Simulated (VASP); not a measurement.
# Co (P6_3/mmc) in VASP: notebook, part 2 of 2

VASP 6.6.1. Earlier steps stand in the parts before.

### 3 Relaxation of shape and atoms at fixed volume, PBEsol, collinear spin, ferromagnetic start (10.68 Å³/atom)

This run uses another cell than the first one, of 10.68 Å³/atom.

The input, INCAR:

```
SYSTEM = Co
PREC = Accurate
ENCUT = 600
EDIFF = 1E-6
ISMEAR = 0
SIGMA = 0.1
LREAL = .False.
LASPH = .True.
NELM = 150
ALGO = Normal
ISIF = 4
LWAVE = .False.
LCHARG = .False.
ISPIN = 2
MAGMOM = 1.8 1.8
LORBIT = 11
LMAXMIX = 4
GGA = PS
IBRION = 2
NSW = 50
EDIFFG = -0.01
```

The input, KPOINTS:

```
regular mesh
0
Gamma
  18 18 10
  0 0 0
```

The input, POSCAR:

```
Co
1.0
    2.4807367139      0.0000000000      0.0000000000
   -1.2403683570      2.1483810143      0.0000000000
    0.0000000000      0.0000000000      4.0087146802
Co
2
Direct
    0.3333333333      0.6666666667      0.2500000000
    0.6666666667      0.3333333333      0.7500000000
```

Potentials or basis: VASP PAW PBE potentials, release 64 (Co).

Command:

```console
cat potpaw_PBE.64/Co/POTCAR > POTCAR
mpirun -np 1 vasp_std > vasp.out
```

OUTCAR:

```text
SYSTEM = Co
   PREC = Accurate
   ENCUT = 600
   EDIFF = 1E-6
   ISMEAR = 0
   LREAL = .False.
   LASPH = .True.
   NELM = 150
   ISIF = 4
   ISPIN = 2
   LORBIT = 11
   GGA = PS
   IBRION = 2
   NSW = 50
   EDIFFG = -0.01

 ion  position               nearest neighbor table
   1  0.333  0.667  0.250-   2 2.46   2 2.46   2 2.46   2 2.46   2 2.46   2 2.46
   2  0.667  0.333  0.750-   1 2.46   1 2.46   1 2.46   1 2.46   1 2.46   1 2.46

  LATTYP: Found a hexagonal cell.
 ALAT       =     2.4807367139
 C/A-ratio  =     1.6159371761

  Lattice vectors:

 A1 = (   2.4807367139,   0.0000000000,   0.0000000000)
 A2 = (  -1.2403683570,   2.1483810143,   0.0000000000)
 A3 = (   0.0000000000,   0.0000000000,   4.0087146802)

Analysis of symmetry for initial positions (statically):
=====================================================================
 Subroutine PRICEL returns:
 Original cell was already a primitive cell.

 Routine SETGRP: Setting up the symmetry group for a
 hexagonal supercell.

 Subroutine GETGRP returns: Found 24 space group operations
 (whereof 12 operations were pure point group operations)
 out of a pool of 24 trial point group operations.

The static configuration has the point symmetry D_3d.
 The point group associated with its full space group is D_6h.

Analysis of symmetry for dynamics (positions and initial velocities):
=====================================================================
 Subroutine PRICEL returns:
 Original cell was already a primitive cell.

 Routine SETGRP: Setting up the symmetry group for a
 hexagonal supercell.

 Subroutine GETGRP returns: Found 24 space group operations
 (whereof 12 operations were pure point group operations)
 out of a pool of 24 trial point group operations.

The dynamic configuration has the point symmetry D_3d.
 The point group associated with its full space group is D_6h.

Analysis of structural, dynamic, and magnetic symmetry:
=====================================================================
[... 593 lines left out ...]
      8       9.4970      1.00000
      9       9.6668      1.00000
     10       9.6856      1.00000
     11      11.4114      0.00000
     12      14.9309      0.00000
     13      19.7558      0.00000
     14      20.5579      0.00000
     15      22.8172      0.00000

 [... further k-points ...]

 spin component 2

 k-point     1 :       0.0000    0.0000    0.0000
  band No.  band energies     occupation
      1       1.2857      1.00000
      2       6.0172      1.00000
      3       9.2771      1.00000
      4       9.2969      1.00000
      5       9.2969      1.00000
      6       9.6728      1.00000
      7       9.6728      1.00000
      8      10.1019      0.99559
      9      10.1019      0.99559
     10      10.1680      0.95392
     11      11.3532      0.00000
     12      11.3532      0.00000
     13      17.7932      0.00000
     14      32.1564      0.00000
[... 403 lines left out ...]
      4       8.1511      1.00000
      5       9.0325      1.00000
      6       9.2496      1.00000
      7       9.6510      1.00000
      8      11.2858      0.00000
      9      11.4873      0.00000
     10      11.5457      0.00000
     11      12.7406      0.00000
     12      15.7841      0.00000
     13      20.3036      0.00000
     14      21.0243      0.00000
     15      23.1695      0.00000

 [... further k-points ...]

------------------------ aborting loop because EDIFF is reached ----------------------------------------

  FORCE on cell =-STRESS in cart. coord.  units (eV):
  Direction    XX          YY          ZZ          XY          YZ          ZX
  --------------------------------------------------------------------------------------
  -------------------------------------------------------------------------------------
  Total       -1.0269692     -1.0269692     -1.0143361      0.0000000      0.0000000     -0.0000000
  in kB      -77.0142115    -77.0142115    -76.0668306      0.0000000      0.0000000     -0.0000000
  external PRESSURE =     -76.6984179 kB  Pullay stress =       0.0000000 kB

 VOLUME and BASIS-vectors are now :
 -----------------------------------------------------------------------------
  energy-cutoff  :      600.00
  volume of cell :       21.36
      direct lattice vectors                 reciprocal lattice vectors
     2.480736714  0.000000000  0.000000000     0.403106059  0.232733392  0.000000000
    -1.240368357  2.148381014  0.000000000     0.000000000  0.465466783  0.000000000
     0.000000000  0.000000000  4.008714680     0.000000000  0.000000000  0.249456517

 POSITION                                       TOTAL-FORCE (eV/Angst)
 -----------------------------------------------------------------------------------
     -0.00000      1.43225      1.00218         0.000000      0.000000      0.000000
      1.24037      0.71613      3.00654        -0.000000     -0.000000      0.000000
 -----------------------------------------------------------------------------------
    total drift:                               -0.000000     -0.000000     -0.000000

  FREE ENERGIE OF THE ION-ELECTRON SYSTEM (eV)
  ---------------------------------------------------
  free  energy   TOTEN  =       -15.4611933062 eV

  energy  without entropy=      -15.4526906026  energy(sigma->0) =      -15.45694195

 reached required accuracy - stopping structural energy minimisation

 total charge

# of ion       s       p       d       tot
------------------------------------------
    1        0.495   0.538   7.269   8.302
    2        0.495   0.538   7.269   8.302
--------------------------------------------------
tot          0.990   1.076  14.537  16.603

 magnetization (x)

# of ion       s       p       d       tot
------------------------------------------
    1       -0.015  -0.053   1.666   1.598
    2       -0.015  -0.053   1.666   1.598
--------------------------------------------------
tot         -0.030  -0.105   3.332   3.197
```

OSZICAR:

```text
N       E                     dE             d eps       ncg     rms          rms(c)
DAV:   1     0.847867270248E+02    0.84787E+02   -0.91602E+03 13624   0.177E+03
DAV:   2    -0.155467591782E+02   -0.10033E+03   -0.92932E+02 13348   0.269E+02
DAV:   3    -0.179624095787E+02   -0.24157E+01   -0.23463E+01 15910   0.594E+01
DAV:   4    -0.179979373382E+02   -0.35528E-01   -0.35519E-01 19045   0.553E+00
DAV:   5    -0.179983065765E+02   -0.36924E-03   -0.36923E-03 16412   0.533E-01    0.160E+01
DAV:   6    -0.159559150361E+02    0.20424E+01   -0.15651E+01 14335   0.814E+01    0.721E+00
DAV:   7    -0.155017580308E+02    0.45416E+00   -0.21117E+00 15007   0.289E+01    0.386E+00
DAV:   8    -0.154789621439E+02    0.22796E-01   -0.18636E-02 19045   0.158E+00    0.176E+00
DAV:   9    -0.154620370994E+02    0.16925E-01   -0.49321E-03 19255   0.127E+00    0.533E-01
DAV:  10    -0.154612931198E+02    0.74398E-03   -0.10384E-03 18068   0.463E-01    0.915E-02
DAV:  11    -0.154612002709E+02    0.92849E-04   -0.33481E-05 19630   0.772E-02    0.294E-02
DAV:  12    -0.154611941108E+02    0.61601E-05   -0.38421E-06 14110   0.223E-02    0.165E-02
DAV:  13    -0.154611933062E+02    0.80457E-06   -0.17695E-06  8848   0.205E-02
   1 F= -.15461193E+02 E0= -.15456942E+02  d E =-.154612E+02  mag=     3.1703
```

CONTCAR:

```text
Co
   1.00000000000000
     2.4807367138999998    0.0000000000000000    0.0000000000000000
    -1.2403683569999999    2.1483810142999999    0.0000000000000000
     0.0000000000000000    0.0000000000000000    4.0087146801999998
  Co
     2
Direct
     0.3333333332999970    0.6666666667000030    0.2500000000000000
     0.6666666667000030    0.3333333332999970    0.7500000000000000

  0.00000000E+00  0.00000000E+00  0.00000000E+00
  0.00000000E+00  0.00000000E+00  0.00000000E+00
```

Wall time 2.6 min (1 thread of AMD EPYC 7R43 (Zen 3), shared host); peak memory 0.21 GiB.

Results:

```
Free energy                                           : -15.4612 eV
Pressure after relaxing                               : -7.7 GPa
Net moment                                            : 3.17 μB per cell
Site moments                                          : Co +1.60 μB
Valence electrons inside the program's atomic spheres : Co 8.30
```

Stress tensor (GPa, compression positive):
```
-7.70  0.00  0.00
 0.00 -7.70  0.00
 0.00  0.00 -7.61
```

Final structure:
```yaml
crystal:
  lattice:
    - [2.48074, 0.00000, 0.00000]
    - [-1.24037, 2.14838, 0.00000]
    - [0.00000, 0.00000, 4.00871]
  atoms:
    - { symbol: Co, position: [0.33333, 0.66667, 0.25000] }
    - { symbol: Co, position: [0.66667, 0.33333, 0.75000] }
```

Caveat: the PAW data sets were made with another functional, which shifts forces and pressure a little.
